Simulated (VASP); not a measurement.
# Cu: single point with PBE

Cu:

```xyz
1
Lattice="2.4088 0.0000 0.0000 0.0000 2.4088 0.0000 0.0000 0.0000 2.4088" Properties=species:S:1:pos:R:3 pbc="T T T"
Cu    0.0000    0.0000    0.0000
```

```yaml
Program: VASP 6.6.1
Task: single point
Functional: PBE
Potentials_or_basis: VASP PAW PBE potentials, release 64 (Cu)
Cutoff: 520 eV
k_mesh: 8 × 8 × 8
Occupations: gaussian, width 0.1 eV
Spin: no spin polarisation
```

- Pressure: 0.4 GPa

Levels at points of the mesh, in eV from the Fermi level:
| k point | band 3 | band 4 | band 5 | band 6 | band 7 | band 8 |
| --- | --- | --- | --- | --- | --- | --- |
| (0.00, 0.00, 0.00) | -3.47 | -1.00 | -1.00 | -1.00 | 17.78 | 17.78 |
| (0.50, 0.00, 0.00) | -1.76 | -1.76 | -1.00 | -0.94 | 2.26 | 23.59 |
| (0.50, 0.50, 0.00) | -1.61 | -1.61 | -0.47 | 4.56 | 4.56 | 8.91 |
| (0.50, 0.50, 0.50) | -3.14 | -0.43 | -0.43 | 10.27 | 10.27 | 10.27 |

Wall time 4 s on 1 thread of AMD EPYC 9R45 96-Core Processor (Zen 5), on a shared host, peak memory 0.09 GiB.
